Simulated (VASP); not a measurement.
# HfN (P6_3/mmc) in VASP: vibrations by perturbation theory with PBEsol

Aim: the vibrations by perturbation theory of HfN with PBEsol.

Everything below comes from runs of VASP 6.6.1. Logs are shortened: lines on timing, memory, paths and dates and some standing lists are left out, and cuts for length are marked.

### 1 The cell of the first run

It takes space group P6_3/mmc (No. 194, hexagonal). Conventional cell: a = 3.134 Å, b = 3.134 Å, c = 5.417 Å, α = 90.00°, β = 90.00°, γ = 120.00°. Hf (site symmetry -6m2) has 6 N at 2.26 Å within 3.0 Å. N (site symmetry -3m) has 6 Hf at 2.26 Å and 2 N at 2.71 Å within 3.0 Å.

### 2 Vibrations by perturbation theory, PBEsol

INCAR reads:

```
SYSTEM = HfN
ALGO = Normal ; EDIFF = 1E-8
ENCUT = 520 ; GGA = PS
IBRION = 8 ; ISIF = 2
ISMEAR = -1 ; LASPH = .TRUE.
LCHARG = .TRUE. ; LREAL = .FALSE.
LWAVE = .FALSE. ; NBANDS = 23
NELM = 60 ; NSW = 1
PREC = Accurate ; SIGMA = 0.05
```

KPOINTS reads:

```
k-points
0
G
  8 8 4
  0 0 0
```

POSCAR reads:

```
HfN
1.0
    3.1339080219      0.0000000000      0.0000000000
   -1.5669540110      2.7140439601      0.0000000000
    0.0000000000      0.0000000000      5.4167677200
Hf N
2 2
Direct
    0.3333333333      0.6666666667      0.2500000000
    0.6666666667      0.3333333333      0.7500000000
    0.0000000000      0.0000000000      0.5000000000
    0.0000000000      0.0000000000      0.0000000000
```

Potentials or basis: VASP PAW PBE potentials, release 64 (Hf_pv, N).

On the command line:

```sh
$ cat potpaw_PBE.64/Hf_pv/POTCAR potpaw_PBE.64/N/POTCAR > POTCAR
$ mpirun -np 1 vasp_std > vasp.out
```

OUTCAR:

```text
SYSTEM = HfN
   EDIFF = 1E-8
   ENCUT = 520
   GGA = PS
   IBRION = 8
   ISIF = 2
   ISMEAR = -1
   LASPH = .TRUE.
   LREAL = .FALSE.
   NELM = 60
   NSW = 1
   PREC = Accurate

 ion  position               nearest neighbor table
   1  0.333  0.667  0.250-   3 2.26   4 2.26   3 2.26   4 2.26   3 2.26   4 2.26   2 3.26   2 3.26
                             2 3.26   2 3.26   2 3.26   2 3.26
   2  0.667  0.333  0.750-   3 2.26   4 2.26   3 2.26   4 2.26   3 2.26   4 2.26   1 3.26   1 3.26
                             1 3.26   1 3.26   1 3.26   1 3.26
   3  0.000  0.000  0.500-   1 2.26   2 2.26   2 2.26   1 2.26   2 2.26   1 2.26
   4  0.000  0.000  0.000-   1 2.26   2 2.26   2 2.26   1 2.26   2 2.26   1 2.26

  LATTYP: Found a hexagonal cell.
 ALAT       =     3.1339080219
 C/A-ratio  =     1.7284386402

  Lattice vectors:

 A1 = (   3.1339080219,   0.0000000000,   0.0000000000)
 A2 = (  -1.5669540110,   2.7140439601,   0.0000000000)
 A3 = (   0.0000000000,   0.0000000000,   5.4167677200)

Analysis of symmetry for initial positions (statically):
=====================================================================
 Subroutine PRICEL returns:
 Original cell was already a primitive cell.

 Routine SETGRP: Setting up the symmetry group for a
 hexagonal supercell.

 Subroutine GETGRP returns: Found 24 space group operations
 (whereof 12 operations were pure point group operations)
 out of a pool of 24 trial point group operations.

The static configuration has the point symmetry D_3d.
 The point group associated with its full space group is D_6h.

Analysis of symmetry for dynamics (positions and initial velocities):
=====================================================================
 Subroutine PRICEL returns:
 Original cell was already a primitive cell.

 Routine SETGRP: Setting up the symmetry group for a
 hexagonal supercell.

 Subroutine GETGRP returns: Found 24 space group operations
 (whereof 12 operations were pure point group operations)
 out of a pool of 24 trial point group operations.

The dynamic configuration has the point symmetry D_3d.
 The point group associated with its full space group is D_6h.

 Subroutine INISYM returns: Found 24 space group operations
 (whereof 12 operations are pure point group operations),
 and found     1 'primitive' translations

----------------------------------------------------------------------------------------

                                     Primitive cell

  volume of cell :      46.0727

  direct lattice vectors                    reciprocal lattice vectors
     3.133908022  0.000000000  0.000000000     0.319090411  0.184226935  0.000000000
    -1.566954011  2.714043960  0.000000000     0.000000000  0.368453870  0.000000000
     0.000000000  0.000000000  5.416767720     0.000000000  0.000000000  0.184611940

  length of vectors
     3.133908022  3.133908022  5.416767720     0.368453870  0.368453870  0.184611940

  position of ions in fractional coordinates (direct lattice)
     0.333333333  0.666666667  0.250000000
     0.666666667  0.333333333  0.750000000
     0.000000000  0.000000000  0.500000000
     0.000000000  0.000000000  0.000000000

  ion indices of the primitive-cell ions
   primitive index   ion index
                 1           1
                 2           2
                 3           3
                 4           4

----------------------------------------------------------------------------------------

 KPOINTS: k-points

Automatic generation of k-mesh.
 Grid dimensions read from file:
 generate k-points for:    8    8    4

 Generating k-lattice:

  Cartesian coordinates                     Fractional coordinates (reciprocal lattice)
[... 75 lines left out ...]
   ISMEAR =    -1;   SIGMA  =   0.05  broadening in eV -4-tet -1-fermi 0-gaus
   EFERMI_NEDOS =   21; number of points for ismear=-14 and -15
   IALGO  =     38    algorithm
   IMIX   =      4    mixing-type and parameters
     AMIX     =   0.40;   BMIX     =  1.00
     AMIX_MAG =   1.60;   BMIX_MAG =  1.00
  volume/ion in A,a.u.               =      11.52        77.73
  Fermi-wavevector in a.u.,A,eV,Ry     =   1.418951  2.681429 27.394278  2.013423
  Thomas-Fermi vector in A             =   2.540023
   LORBIT       =      0    0 simple, 1 ext, 2 COOP (PROOUT), +10 PAW based schemes
   GGA     = PS    functional components
   LHFCALC =     F    Hartree Fock is set to
   AEXX    =    0.0000 exact exchange contribution
   IVDW    =     0    specifies the selected vdW correction
   LEPSILON=     F    determine dielectric tensor
   LRPA    =     F    only Hartree local field effects (RPA)
 non-spin polarized calculation
  energy-cutoff  :      520.00
  volume of cell :       46.07
 maximum number of plane-waves:      1275
 NGX is ok and might be reduce to    24
   NGX = 11   NGY = 11   NGZ = 21

--------------------------------------- Ionic step        1  -------------------------------------------

 number of electron      30.0000001 magnetization

 Free energy of the ion-electron system (eV)
  ---------------------------------------------------
  ext. energy  EPLUGINS =         0.00000000
  ---------------------------------------------------
  free energy    TOTEN  =       -45.83780926 eV

  energy without entropy =      -45.81919626  energy(sigma->0) =      -45.82850276

 E-fermi :   7.5941     XC(G=0): -12.9041

 val. band max:        7.5636386256   @ k =   0.3750   0.1250   0.5000
 cond. band min:       7.5961288968   @ k =   0.1250   0.0000   0.0000
 fundamental gap:      0.0324902712
 Fermi energy:         7.5940625908

 k-point     1 :       0.0000    0.0000    0.0000
  band No.  band energies     occupation
      1     -23.8840      2.00000
      2     -23.0132      2.00000
      3     -22.9125      2.00000
      4     -22.9125      2.00000
      5     -22.8509      2.00000
      6     -22.8509      2.00000
[... 613 lines left out ...]
     22      13.2396      0.00000
     23      14.9923      0.00000

 [... further k-points ...]

------------------------ aborting loop because EDIFF is reached ----------------------------------------

  FORCE on cell =-STRESS in cart. coord.  units (eV):
  Direction    XX          YY          ZZ          XY          YZ          ZX
  --------------------------------------------------------------------------------------
  -------------------------------------------------------------------------------------
  Total       -1.1707138     -1.1707138     -1.2868055      0.0000000      0.0000000      0.0000000
  in kB      -40.7115818    -40.7115818    -44.7486709      0.0000000      0.0000000      0.0000000
  external PRESSURE =     -42.0572782 kB  Pullay stress =       0.0000000 kB

 VOLUME and BASIS-vectors are now :
 -----------------------------------------------------------------------------
  energy-cutoff  :      520.00
  volume of cell :       46.07
      direct lattice vectors                 reciprocal lattice vectors
     3.133908022  0.000000000  0.000000000     0.319090411  0.184226935  0.000000000
    -1.566954011  2.714043960  0.000000000     0.000000000  0.368453870  0.000000000
     0.000000000  0.000000000  5.416767720     0.000000000  0.000000000  0.184611940

 POSITION                                       TOTAL-FORCE (eV/Angst)
 -----------------------------------------------------------------------------------
     -0.00000      1.80936      1.35419         0.000000     -0.000000      0.000000
      1.56695      0.90468      4.06258        -0.000000      0.000000      0.000000
      0.00000      0.00000      2.70838         0.000000      0.000000      0.000000
      0.00000      0.00000      0.00000         0.000000      0.000000      0.000000
 -----------------------------------------------------------------------------------
    total drift:                                0.000000     -0.000000      0.000000

  FREE ENERGIE OF THE ION-ELECTRON SYSTEM (eV)
  ---------------------------------------------------
  free  energy   TOTEN  =       -45.8378092599 eV

  energy  without entropy=      -45.8191962631  energy(sigma->0) =      -45.82850276

[... ionic steps 2 to 9 ...]

--------------------------------------- Ionic step       10  -------------------------------------------

------------------------ aborting loop because EDIFF is reached ----------------------------------------

[... ionic steps 11 to 11 ...]

--------------------------------------- Ionic step       12  -------------------------------------------

 Free energy of the ion-electron system (eV)
  ---------------------------------------------------
  ---------------------------------------------------
  free energy    TOTEN  =        -0.25142544 eV

  energy without entropy =       -0.25142544

------------------------ aborting loop because EDIFF is reached ----------------------------------------

 INTERNAL STRAIN TENSOR  FOR ION    3  DIRECTION 3   (eV/Angst):
 -----------------------------------------------------------------------------
    -0.00920  0.00000 -0.00000
     0.00000 -0.00920 -0.00000
     0.00000  0.00000  0.02262

 INTERNAL STRAIN TENSOR FOR ION    4 for displacements in x,y,z  (eV/Angst):
          X           Y           Z          XY          YZ          ZX
  --------------------------------------------------------------------------------
  x     0.00000     0.00000     0.00000     0.00000     0.00000     0.00000
  y     0.00000     0.00000     0.00000     0.00000     0.00000     0.00000
  z     0.00000     0.00000     0.00000     0.00000     0.00000     0.00000

 SECOND DERIVATIVES (NOT SYMMETRIZED)
 ------------------------------------
               1X          1Y          1Z          2X          2Y          2Z          3X          3Y          3Z          4X          4Y          4Z
  1X    -9.068466    0.000000    0.000000    1.009919   -0.000000    0.000000    4.029273   -0.000000    0.000000    4.029273   -0.000000    0.000000
  1Y     0.000000   -9.068466    0.000000   -0.000000    1.009919    0.000000   -0.000000    4.029273    0.000000   -0.000000    4.029273   -0.000000
  1Z     0.000000    0.000000   -7.651116    0.000000    0.000000   -2.079336    0.000000    0.000000    4.865226   -0.000000    0.000000    4.865226
  2X     1.009919   -0.000000    0.000000   -9.068466    0.000000    0.000000    4.029273   -0.000000    0.000000    4.029273   -0.000000    0.000000
  2Y    -0.000000    1.009919    0.000000    0.000000   -9.068466    0.000000   -0.000000    4.029273    0.000000   -0.000000    4.029273   -0.000000
  2Z     0.000000    0.000000   -2.079336    0.000000    0.000000   -7.651116    0.000000    0.000000    4.865226   -0.000000    0.000000    4.865226
  3X     4.036705   -0.000000    0.000000    4.036705   -0.000000    0.000000  -10.537567    0.000000    0.000000    2.464157   -0.000000    0.000000
  3Y    -0.000000    4.036705    0.000000   -0.000000    4.036705    0.000000    0.000000  -10.537567    0.000000   -0.000000    2.464157    0.000000
  3Z     0.000000    0.000000    4.873462    0.000000    0.000000    4.873462   -0.000000    0.000000  -15.598745    0.000000   -0.000000    5.851821
  4X     4.036705   -0.000000    0.000000    4.036705   -0.000000    0.000000    2.464157   -0.000000    0.000000  -10.537567    0.000000    0.000000
  4Y    -0.000000    4.036705    0.000000   -0.000000    4.036705    0.000000   -0.000000    2.464157    0.000000    0.000000  -10.537567    0.000000
  4Z    -0.000000   -0.000000    4.873462   -0.000000   -0.000000    4.873462   -0.000000    0.000000    5.851821   -0.000000   -0.000000  -15.598745

 Eigenvectors and eigenvalues of the dynamical matrix
 ----------------------------------------------------

   1 f  =   19.350428 THz   121.582325 2PiTHz  645.460799 cm-1    80.026904 meV
             X         Y         Z           dx          dy          dz
     -0.000000  1.809363  1.354192    -0.000000   -0.000000   -0.000000
      1.566954  0.904681  4.062576    -0.000000   -0.000000   -0.000000
      0.000000  0.000000  2.708384    -0.000000   -0.000000   -0.707107
      0.000000  0.000000  0.000000     0.000000    0.000000    0.707107
[... 71 lines left out ...]
  12 f/i=    0.002973 THz     0.018678 2PiTHz    0.099158 cm-1     0.012294 meV
             X         Y         Z           dx          dy          dz
     -0.000000  1.809363  1.354192     0.000000   -0.000000   -0.680947
      1.566954  0.904681  4.062576     0.000000   -0.000000   -0.680947
      0.000000  0.000000  2.708384     0.000000   -0.000000   -0.190554
      0.000000  0.000000  0.000000     0.000000   -0.000000   -0.190554

--------------------------------------------------------------------------------------------------------

 ELASTIC MODULI CONTR FROM IONIC RELAXATION (kBar)
 Direction    XX          YY          ZZ          XY          YZ          ZX
 --------------------------------------------------------------------------------
 XX         -14.6730     14.6730      0.0000      0.0000     -0.0000     -0.0000
 YY          14.6730    -14.6730     -0.0000      0.0000      0.0000      0.0000
 ZZ           0.0000     -0.0000     -0.0000     -0.0000      0.0000      0.0000
 XY           0.0000      0.0000     -0.0000    -14.6730      0.0000      0.0000
 YZ          -0.0000      0.0000      0.0000      0.0000     -0.0000     -0.0000
 ZX          -0.0000      0.0000      0.0000      0.0000     -0.0000     -0.0000
 --------------------------------------------------------------------------------
```

It took 3.8 min on 1 thread of Intel Xeon 6975P-C (Granite Rapids), shared host; peak memory 0.34 GiB.

What came out:

* Highest phonon frequency at Γ: 645 cm⁻¹

Phonon frequencies in cm⁻¹ (negative: imaginary):
```tsv
q point	frequencies
(0.000, 0.000, 0.000)	0 0 0 92 124 124 411 411 452 503 503 645
```

Caveat: the cell stands under pressure or tension, which shifts response properties; the PAW data sets were made with another functional, which shifts forces and pressure a little; spin-orbit coupling is left out, which moves the levels of the heavy elements.
